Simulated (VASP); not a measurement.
A run of VASP 6.6.1 is set up as follows.

Contents of INCAR:

```
SYSTEM = F
  PREC = Accurate
  ENCUT = 520
  EDIFF = 1E-7
  ISMEAR = -1
  SIGMA = 0.1
  LREAL = .False.
  LASPH = .True.
  NELM = 100
  ALGO = Normal
  ISIF = 2
  LWAVE = .False.
  LCHARG = .False.
  GGA = PE
  NBANDS = 10
```

The input KPOINTS:

```
Automatic mesh
0
Gamma
  17 17 17
  0 0 0
```

POSCAR

```
F
1.0
    0.0000000000      1.4394454584      1.4394454584
    1.4394454584      0.0000000000      1.4394454584
    1.4394454584      1.4394454584      0.0000000000
F
1
Direct
    0.0000000000      0.0000000000      0.0000000000
```

Potentials or basis: VASP PAW PBE potentials, release 64 (F).

Launch:

```bash
$ cat potpaw_PBE.64/F/POTCAR > POTCAR
$ mpirun -np 1 vasp_std > vasp.out
```

What does it give for the pressure?

109.7 GPa.

Caveat: an odd number of electrons without spin polarisation forces a metal; a magnetic or distorted state may lie lower.
